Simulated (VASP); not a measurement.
LiGe16 (a cell with a defect): single point with PBE+D3(BJ)

System: LiGe16 (a cell with a defect).

```
Ge Li
1.0
     0.00000    5.66000    5.66000
     5.66000    0.00000    5.66000
     5.66000    5.66000    0.00000
Ge Li
16 1
Direct
  0.99622 0.00137 0.00116
  0.12708 0.12296 0.12291
  0.00184 0.99433 0.50194
  0.12701 0.12304 0.62695
  0.00220 0.50218 0.99336
  0.12716 0.62717 0.12283
  0.00205 0.50204 0.50216
  0.12528 0.62540 0.62447
  0.50127 0.00129 0.00108
  0.62490 0.12486 0.12518
  0.50119 0.00122 0.49649
  0.62310 0.12311 0.62688
  0.50137 0.49618 0.00118
  0.62294 0.62710 0.12290
  0.49421 0.50188 0.50198
  0.62301 0.62704 0.62697
  0.87635 0.37683 0.37244
```

```json
{
  "Program": "VASP 6.6.1",
  "Task": "single point",
  "Functional": "PBE",
  "Dispersion": "D3(BJ)",
  "Potentials or basis": "VASP PAW PBE potentials, release 64 (Ge_d, Li_sv)",
  "Cutoff": "520 eV",
  "k mesh": "2 × 2 × 2",
  "Occupations": "fermi-dirac, width 0.15 eV",
  "Spin": "no spin polarisation"
}
```

The largest force is 0.113 eV/Å. The band gap on the k mesh is zero (an odd number of electrons rules out a gap without spin polarisation) and the dispersion energy per atom is -0.303 eV.

Forces on the atoms (eV/Å):
```
Ge  -0.065  0.067  0.063
Ge  -0.030 -0.007  0.005
Ge   0.005 -0.009  0.014
Ge   0.006  0.031  0.002
Ge  -0.003 -0.004  0.009
Ge  -0.003 -0.002  0.027
Ge  -0.005 -0.006  0.004
Ge   0.000  0.000 -0.001
Ge  -0.063 -0.062 -0.066
Ge   0.000 -0.001  0.002
Ge   0.062  0.062 -0.064
Ge   0.002  0.000 -0.033
Ge   0.067 -0.065  0.063
Ge  -0.007 -0.029  0.004
Ge  -0.008  0.004  0.013
Ge   0.031  0.005  0.001
Li   0.010  0.016 -0.042
```

Levels at points of the mesh, in eV from the Fermi level:
| k point | band 111 | band 112 | band 113 | band 114 | band 115 | band 116 |
| --- | --- | --- | --- | --- | --- | --- |
| (0.00, 0.00, 0.00) | -0.24 | -0.24 | -0.24 | -0.21 | -0.11 | -0.10 |
| (0.50, 0.00, 0.00) | -1.17 | -1.11 | -1.11 | 0.31 | 0.40 | 0.94 |
| (0.00, 0.50, 0.00) | -1.17 | -1.12 | -1.11 | 0.31 | 0.40 | 0.94 |
| (0.00, 0.00, 0.50) | -1.17 | -1.11 | -1.11 | 0.31 | 0.39 | 0.93 |
| (0.50, 0.50, 0.50) | -1.17 | -1.11 | -1.11 | 0.31 | 0.39 | 0.93 |
| (0.50, 0.50, 0.00) | -1.81 | -1.72 | -1.69 | 0.71 | 0.71 | 1.45 |
| (0.00, 0.50, 0.50) | -1.81 | -1.72 | -1.69 | 0.71 | 0.71 | 1.45 |
| (0.50, 0.00, 0.50) | -1.81 | -1.72 | -1.69 | 0.71 | 0.71 | 1.45 |

Wall time 20 min on 1 thread of Oxide Virtual Turin-like Processor (shared host), peak memory 0.58 GiB.

Caveat: the k points lie up to 0.48 Å⁻¹ apart, too coarse for converged energies and pressures of a metal; an odd number of electrons without spin polarisation forces a metal; a magnetic or distorted state may lie lower.
